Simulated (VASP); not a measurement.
# CeC in VASP: a series of runs, part 2 of 2

VASP 6.6.1. The steps go on from the part before.

### 3 Single point, PBEsol (volume scaled by 1.020)

Input file INCAR:

```
SYSTEM = CeC
PREC = Accurate ; ENCUT = 520
EDIFF = 1E-7 ; ISMEAR = 0
SIGMA = 0.05 ; LREAL = .False.
LASPH = .True. ; NELM = 100
ALGO = Normal ; ISIF = 2
LWAVE = .False. ; LCHARG = .False.
GGA = PS ; NBANDS = 15
```

Input file KPOINTS:

```
Automatic mesh
0
Gamma
  10 10 10
  0 0 0
```

Input file POSCAR:

```
CeC
1.0
    0.0000000000      2.7293151305      2.7293151305
    2.7293151305      0.0000000000      2.7293151305
    2.7293151305      2.7293151305      0.0000000000
Ce C
1 1
Direct
    0.0000000000      0.0000000000      0.0000000000
    0.2500000000      0.2500000000      0.2500000000
```

Potentials or basis: VASP PAW PBE potentials, release 64 (Ce, C).

Started as:

```bash
cat potpaw_PBE.64/Ce/POTCAR potpaw_PBE.64/C/POTCAR > POTCAR
mpirun -np 1 vasp_std > vasp.out
```

OUTCAR:

```text
SYSTEM = CeC
   PREC = Accurate
   ENCUT = 520
   EDIFF = 1E-7
   ISMEAR = 0
   LREAL = .False.
   LASPH = .True.
   NELM = 100
   ISIF = 2
   GGA = PS

 ion  position               nearest neighbor table
   1  0.000  0.000  0.000-   2 2.36   2 2.36   2 2.36   2 2.36
   2  0.250  0.250  0.250-   1 2.36   1 2.36   1 2.36   1 2.36

  LATTYP: Found a face centered cubic cell.
 ALAT       =     5.4586302610

  Lattice vectors:

 A1 = (   0.0000000000,   2.7293151305,   2.7293151305)
 A2 = (   2.7293151305,   0.0000000000,   2.7293151305)
 A3 = (   2.7293151305,   2.7293151305,   0.0000000000)

Analysis of symmetry for initial positions (statically):
=====================================================================
 Subroutine PRICEL returns:
 Original cell was already a primitive cell.

 Routine SETGRP: Setting up the symmetry group for a
 face centered cubic supercell.

 Subroutine GETGRP returns: Found 24 space group operations
 (whereof 24 operations were pure point group operations)
 out of a pool of 48 trial point group operations.

The static configuration has the point symmetry T_d .

Analysis of symmetry for dynamics (positions and initial velocities):
=====================================================================
 Subroutine PRICEL returns:
 Original cell was already a primitive cell.

 Routine SETGRP: Setting up the symmetry group for a
 face centered cubic supercell.

 Subroutine GETGRP returns: Found 24 space group operations
 (whereof 24 operations were pure point group operations)
 out of a pool of 48 trial point group operations.

The dynamic configuration has the point symmetry T_d .

 Subroutine INISYM returns: Found 24 space group operations
 (whereof 24 operations are pure point group operations),
 and found     1 'primitive' translations

----------------------------------------------------------------------------------------

                                     Primitive cell

  volume of cell :      40.6622

[... 113 lines left out ...]
   GGA     = PS    functional components
   LHFCALC =     F    Hartree Fock is set to
   AEXX    =    0.0000 exact exchange contribution
   IVDW    =     0    specifies the selected vdW correction
   LEPSILON=     F    determine dielectric tensor
   LRPA    =     F    only Hartree local field effects (RPA)
 non-spin polarized calculation
 Gauss-broadening in eV      SIGMA  =   0.05
  energy-cutoff  :      520.00
  volume of cell :       40.66
 maximum number of plane-waves:      1109
 NGX is ok and might be reduce to    30
   NGX = 15   NGY = 15   NGZ = 15

 number of electron      16.0000001 magnetization

 Free energy of the ion-electron system (eV)
  ---------------------------------------------------
  ext. energy  EPLUGINS =         0.00000000
  ---------------------------------------------------
  free energy    TOTEN  =       -15.84439298 eV

  energy without entropy =      -15.84433771  energy(sigma->0) =      -15.84436535

 E-fermi :   5.8677     XC(G=0): -10.4211

 val. band max:        5.8044408319   @ k =   0.5000   0.5000   0.0000
 cond. band min:       5.8948009110   @ k =   0.0000   0.0000   0.0000
 fundamental gap:      0.0903600791
 Fermi energy:         5.8676582959

 k-point     1 :       0.0000    0.0000    0.0000
  band No.  band energies     occupation
      1     -28.0390      2.00000
      2     -10.3404      2.00000
      3     -10.3404      2.00000
      4     -10.3404      2.00000
      5      -2.8573      2.00000
      6       3.7873      2.00000
      7       3.7873      2.00000
      8       3.7873      2.00000
      9       5.8948      0.44266
     10       6.6855      0.00000
     11       6.6855      0.00000
     12       6.6855      0.00000
     13       6.8641      0.00000
     14       6.8641      0.00000
[... 401 lines left out ...]
      2     -11.4348      2.00000
      3     -10.7271      2.00000
      4     -10.6831      2.00000
      5      -1.5633      2.00000
      6       3.1188      2.00000
      7       5.2750      2.00000
      8       5.2997      2.00000
      9       6.4803      0.00000
     10       6.6055      0.00000
     11       6.6343      0.00000
     12       6.6926      0.00000
     13       6.7017      0.00000
     14       7.2290      0.00000
     15       7.3545      0.00000

 [... further k-points ...]
[... 5 lines left out ...]
  --------------------------------------------------------------------------------------
  -------------------------------------------------------------------------------------
  Total       -0.4700231     -0.4700231     -0.4700231      0.0000000      0.0000000      0.0000000
  in kB      -18.5199030    -18.5199030    -18.5199030      0.0000000      0.0000000      0.0000000
  external PRESSURE =     -18.5199030 kB  Pullay stress =       0.0000000 kB

 VOLUME and BASIS-vectors are now :
 -----------------------------------------------------------------------------
  energy-cutoff  :      520.00
  volume of cell :       40.66
      direct lattice vectors                 reciprocal lattice vectors
     0.000000000  2.729315130  2.729315130    -0.183196141  0.183196141  0.183196141
     2.729315130  0.000000000  2.729315130     0.183196141 -0.183196141  0.183196141
     2.729315130  2.729315130  0.000000000     0.183196141  0.183196141 -0.183196141

 POSITION                                       TOTAL-FORCE (eV/Angst)
 -----------------------------------------------------------------------------------
      0.00000      0.00000      0.00000        -0.000000     -0.000000     -0.000000
      1.36466      1.36466      1.36466         0.000000      0.000000      0.000000
 -----------------------------------------------------------------------------------
    total drift:                               -0.000000     -0.000000      0.000000

  FREE ENERGIE OF THE ION-ELECTRON SYSTEM (eV)
  ---------------------------------------------------
  free  energy   TOTEN  =       -15.8443929813 eV

  energy  without entropy=      -15.8443377128  energy(sigma->0) =      -15.84436535
```

OSZICAR:

```text
N       E                     dE             d eps       ncg     rms          rms(c)
DAV:   1     0.121484861804E+03    0.12148E+03   -0.68703E+03  1434   0.131E+03
DAV:   2    -0.231942504149E+01   -0.12380E+03   -0.10531E+03  1750   0.197E+02
DAV:   3    -0.197159517579E+02   -0.17397E+02   -0.16660E+02  1976   0.974E+01
[... 15 lines left out ...]
DAV:  19    -0.158443952683E+02    0.25906E-04   -0.16764E-04  2241   0.114E-01    0.383E-02
DAV:  20    -0.158443944030E+02    0.86528E-06   -0.85693E-06  2277   0.367E-02    0.144E-02
DAV:  21    -0.158443932219E+02    0.11812E-05   -0.44257E-06  2301   0.150E-02    0.202E-03
DAV:  22    -0.158443930151E+02    0.20678E-06   -0.44259E-07  2139   0.791E-03    0.150E-03
DAV:  23    -0.158443929813E+02    0.33772E-07   -0.40950E-08   797   0.273E-03
   1 F= -.15844393E+02 E0= -.15844365E+02  d E =-.552685E-04
```

stdout:

```text
POSCAR found type information on POSCAR CeC
 POSCAR found :  2 types and       2 ions
 scaLAPACK will be used
 -----------------------------------------------------------------------------
|                                                                             |
|                                                                             |
|     You enforced a specific xc type in the INCAR file but a different       |
|     I HOPE YOU KNOW WHAT YOU ARE DOING!                                     |
|                                                                             |
 -----------------------------------------------------------------------------

 LDA part: xc-table for (Slater+PW92), standard interpolation
 POSCAR, INCAR and KPOINTS ok, starting setup
 FFT: planning ... GRIDC
 FFT: planning ... GRID_SOFT
 FFT: planning ... GRID
 WAVECAR not read
 entering main loop
```

Run time: 28 s. Hardware: 1 thread of Intel Xeon 6975P-C (Granite Rapids), shared host; peak memory 0.2 GiB.

Results:

```yaml
Free_energy: -15.8444 eV
Pressure: -1.9 GPa
Band_gap_on_the_k_mesh: 0.09 eV, indirect (least direct gap 0.76 eV)
```

Caveat: the PAW data sets were made with another functional, which shifts forces and pressure a little; spin-orbit coupling is left out, which moves the levels of the heavy elements; without U or exact exchange the open f shell lies at the Fermi level, which spoils levels, moments and volumes.

### 4 Single point, PBEsol (volume scaled by 1.040)

Input file INCAR:

```
ALGO = Normal
EDIFF = 1E-6
ENCUT = 520
GGA = PS
ISIF = 2
ISMEAR = 0
LASPH = T
LCHARG = T
LELF = T
LREAL = F
LVHAR = T
LWAVE = F
NBANDS = 15
NELM = 100
PREC = Accurate
SIGMA = 0.05
```

Input file KPOINTS:

```
k-points
0
Gamma
  10 10 10
```

Input file POSCAR:

```
CeC
1.0
    0.0000000000      2.7470384526      2.7470384526
    2.7470384526      0.0000000000      2.7470384526
    2.7470384526      2.7470384526      0.0000000000
Ce C
1 1
Direct
    0.0000000000      0.0000000000      0.0000000000
    0.2500000000      0.2500000000      0.2500000000
```

Potentials or basis: VASP PAW PBE potentials, release 64 (Ce, C).

Started as:

```bash
cat potpaw_PBE.64/Ce/POTCAR potpaw_PBE.64/C/POTCAR > POTCAR
mpirun -np 1 vasp_std > vasp.out
```

OUTCAR:

```text
EDIFF = 1E-6
   ENCUT = 520
   GGA = PS
   ISIF = 2
   ISMEAR = 0
   LASPH = T
   LREAL = F
   NELM = 100
   PREC = Accurate

 ion  position               nearest neighbor table
   1  0.000  0.000  0.000-   2 2.38   2 2.38   2 2.38   2 2.38
   2  0.250  0.250  0.250-   1 2.38   1 2.38   1 2.38   1 2.38

  LATTYP: Found a face centered cubic cell.
 ALAT       =     5.4940769052

  Lattice vectors:

 A1 = (   0.0000000000,   2.7470384526,   2.7470384526)
 A2 = (   2.7470384526,   0.0000000000,   2.7470384526)
 A3 = (   2.7470384526,   2.7470384526,   0.0000000000)

Analysis of symmetry for initial positions (statically):
=====================================================================
 Subroutine PRICEL returns:
 Original cell was already a primitive cell.

 Routine SETGRP: Setting up the symmetry group for a
 face centered cubic supercell.

 Subroutine GETGRP returns: Found 24 space group operations
 (whereof 24 operations were pure point group operations)
 out of a pool of 48 trial point group operations.

The static configuration has the point symmetry T_d .

Analysis of symmetry for dynamics (positions and initial velocities):
=====================================================================
 Subroutine PRICEL returns:
 Original cell was already a primitive cell.

 Routine SETGRP: Setting up the symmetry group for a
 face centered cubic supercell.

 Subroutine GETGRP returns: Found 24 space group operations
 (whereof 24 operations were pure point group operations)
 out of a pool of 48 trial point group operations.

The dynamic configuration has the point symmetry T_d .

 Subroutine INISYM returns: Found 24 space group operations
 (whereof 24 operations are pure point group operations),
 and found     1 'primitive' translations

----------------------------------------------------------------------------------------

                                     Primitive cell

  volume of cell :      41.4595

  direct lattice vectors                    reciprocal lattice vectors
     0.000000000  2.747038453  2.747038453    -0.182014198  0.182014198  0.182014198
[... 120 lines left out ...]
  volume of cell :       41.46
 maximum number of plane-waves:      1139
 NGX is ok and might be reduce to    30
   NGX = 15   NGY = 15   NGZ = 15

 number of electron      16.0000002 magnetization

 Free energy of the ion-electron system (eV)
  ---------------------------------------------------
  ext. energy  EPLUGINS =         0.00000000
  ---------------------------------------------------
  free energy    TOTEN  =       -15.83172030 eV

  energy without entropy =      -15.83167421  energy(sigma->0) =      -15.83169726

 E-fermi :   5.6905     XC(G=0): -10.3318

 val. band max:        5.6234319721   @ k =   0.5000   0.5000   0.0000
 cond. band min:       5.7238427635   @ k =   0.0000   0.0000   0.0000
 fundamental gap:      0.1004107914
 Fermi energy:         5.6905429360

 k-point     1 :       0.0000    0.0000    0.0000
  band No.  band energies     occupation
      1     -28.2322      2.00000
      2     -10.5527      2.00000
      3     -10.5527      2.00000
      4     -10.5527      2.00000
      5      -3.0047      2.00000
      6       3.6786      2.00000
      7       3.6786      2.00000
      8       3.6786      2.00000
      9       5.7238      0.34626
     10       6.4871      0.00000
     11       6.4871      0.00000
     12       6.4871      0.00000
     13       6.6541      0.00000
     14       6.6541      0.00000
[... 401 lines left out ...]
      2     -11.5814      2.00000
      3     -10.9153      2.00000
      4     -10.8741      2.00000
      5      -1.7493      2.00000
      6       3.0090      2.00000
      7       5.1157      2.00000
      8       5.1385      2.00000
      9       6.2894      0.00000
     10       6.4070      0.00000
     11       6.4390      0.00000
     12       6.4904      0.00000
     13       6.4985      0.00000
     14       7.0147      0.00000
     15       7.1354      0.00000

 [... further k-points ...]

------------------------ aborting loop because EDIFF is reached ----------------------------------------

  FORCE on cell =-STRESS in cart. coord.  units (eV):
  Direction    XX          YY          ZZ          XY          YZ          ZX
  --------------------------------------------------------------------------------------
  -------------------------------------------------------------------------------------
  Total       -0.8978498     -0.8978498     -0.8978498      0.0000000      0.0000000      0.0000000
  in kB      -34.6968501    -34.6968501    -34.6968501      0.0000000      0.0000000      0.0000000
  external PRESSURE =     -34.6968501 kB  Pullay stress =       0.0000000 kB

 VOLUME and BASIS-vectors are now :
 -----------------------------------------------------------------------------
  energy-cutoff  :      520.00
  volume of cell :       41.46
      direct lattice vectors                 reciprocal lattice vectors
     0.000000000  2.747038453  2.747038453    -0.182014198  0.182014198  0.182014198
     2.747038453  0.000000000  2.747038453     0.182014198 -0.182014198  0.182014198
     2.747038453  2.747038453  0.000000000     0.182014198  0.182014198 -0.182014198

 POSITION                                       TOTAL-FORCE (eV/Angst)
 -----------------------------------------------------------------------------------
      0.00000      0.00000      0.00000        -0.000000     -0.000000     -0.000000
      1.37352      1.37352      1.37352         0.000000      0.000000      0.000000
 -----------------------------------------------------------------------------------
    total drift:                               -0.000000     -0.000000     -0.000000

  FREE ENERGIE OF THE ION-ELECTRON SYSTEM (eV)
  ---------------------------------------------------
  free  energy   TOTEN  =       -15.8317203040 eV

  energy  without entropy=      -15.8316742091  energy(sigma->0) =      -15.83169726
```

stdout:

```text
POSCAR found type information on POSCAR CeC
 POSCAR found :  2 types and       2 ions
 scaLAPACK will be used
 -----------------------------------------------------------------------------
|                                                                             |
|                                                                             |
|     You enforced a specific xc type in the INCAR file but a different       |
|     I HOPE YOU KNOW WHAT YOU ARE DOING!                                     |
|                                                                             |
 -----------------------------------------------------------------------------

 LDA part: xc-table for (Slater+PW92), standard interpolation
 POSCAR, INCAR and KPOINTS ok, starting setup
 FFT: planning ... GRIDC
 FFT: planning ... GRID_SOFT
 FFT: planning ... GRID
 WAVECAR not read
 entering main loop
```

It took 26 s on 1 thread of Intel Xeon 6975P-C (Granite Rapids), shared host; peak memory 0.2 GiB.

What came out:

```yaml
Free_energy: -15.8317 eV
Pressure: -3.5 GPa
Band_gap_on_the_k_mesh: 0.10 eV, indirect (least direct gap 0.74 eV)
```

Levels at points of the mesh, in eV from the valence-band top:
```tsv
k point	band 6	band 7	band 8	band 9	band 10	band 11
(0.00, 0.00, 0.00)	-1.94	-1.94	-1.94	0.10	0.86	0.86
(0.50, 0.00, 0.00)	-1.33	-1.33	-0.46	0.54	0.79	0.82
(0.50, 0.50, 0.00)	-2.84	0.00	0.00	0.74	0.75	0.82
```

Caveat: the PAW data sets were made with another functional, which shifts forces and pressure a little; spin-orbit coupling is left out, which moves the levels of the heavy elements; without U or exact exchange the open f shell lies at the Fermi level, which spoils levels, moments and volumes.

### 5 Single point, PBEsol

Input file INCAR:

```
  PREC = Accurate
  ENCUT = 520
  EDIFF = 1E-7
  ISMEAR = 0
  SIGMA = 0.05
  LREAL = False
  LASPH = True
  NELM = 80
  ALGO = Normal
  ISIF = 2
  LWAVE = False
  LCHARG = False
  GGA = PS
  NBANDS = 15
```

Input file KPOINTS:

```
regular mesh
0
Gamma
  10 10 10
```

Input file POSCAR:

```
CeC
1.0
   -0.0135567930      2.7113585900      2.7113585900
    2.6978017971      0.0000000000      2.6978017971
    2.7113585900      2.7113585900     -0.0135567930
Ce C
1 1
Direct
    0.0000000000      0.0000000000      0.0000000000
    0.2500000000      0.2500000000      0.2500000000
```

Started as:

```bash
cat potpaw_PBE.64/Ce/POTCAR potpaw_PBE.64/C/POTCAR > POTCAR
mpirun -np 1 vasp_std > vasp.out
```

Run time: 79 s. Hardware: 1 thread of Intel Xeon 6975P-C (Granite Rapids), shared host; peak memory 0.27 GiB.

The run converged. Its results:

| Item | Value |
| --- | --- |
| Free energy | -15.8479 eV |
| Pressure | 0.0 GPa |
| Largest force | 0.047 eV/Å |
| Band gap on the k mesh | 0.08 eV, indirect (least direct gap 0.77 eV) |

Forces in eV/Å, atoms in the order of the input:
```
Ce   0.000 -0.047  0.000
C    0.000  0.047  0.000
```

Stress tensor (GPa, compression positive):
```
-0.05  0.00  0.43
 0.00 -0.05  0.00
 0.43  0.00 -0.05
```

Levels at points of the mesh, in eV from the valence-band top:
```
           k point  band 5  band 6  band 7  band 8  band 9  band 10  band 11  band 12
(0.00, 0.00, 0.00)   -8.70   -2.12   -2.10   -2.07    0.08     0.89     0.90     0.90
(0.50, 0.00, 0.00)   -7.67   -1.47   -1.42   -0.43    0.55     0.81     0.85     0.86
(0.00, 0.50, 0.00)   -7.67   -1.47   -1.42   -0.36    0.55     0.82     0.84     0.85
(0.50, 0.50, 0.00)   -7.26   -3.01    0.00    0.00    0.77     0.78     0.84     0.93
(0.50, 0.00, 0.50)   -7.26   -3.01    0.00    0.00    0.77     0.78     0.84     0.93
```

Caveat: the PAW data sets were made with another functional, which shifts forces and pressure a little; spin-orbit coupling is left out, which moves the levels of the heavy elements; without U or exact exchange the open f shell lies at the Fermi level, which spoils levels, moments and volumes.

### 6 The runs side by side

| cell | gap on the mesh (eV) | pressure (GPa) |
| --- | --- | --- |
| a = 3.834 Å, angles 60.0°, 2 atoms | 0.08 | -0.1 |
| a = 3.860 Å, angles 60.0°, 2 atoms | 0.09 | -1.9 |
| a = 3.885 Å, angles 60.0°, 2 atoms | 0.10 | -3.5 |
| a = 3.834, b = 3.815 Å, angles 60.2, 60.3, 60.2°, 2 atoms | 0.08 | 0.0 |

Alike in all rows: task single point; level PBEsol; potentials or basis VASP PAW PBE potentials, release 64 (Ce, C); no spin polarisation; k mesh 10 × 10 × 10; cutoff (eV) 520; smearing gaussian 0.05 eV.

Caveats: the PAW data sets were made with another functional, which shifts forces and pressure a little; spin-orbit coupling is left out, which moves the levels of the heavy elements; without U or exact exchange the open f shell lies at the Fermi level, which spoils levels, moments and volumes.

Total energies depend on the potentials used, so only differences within one code and one set of settings carry meaning.
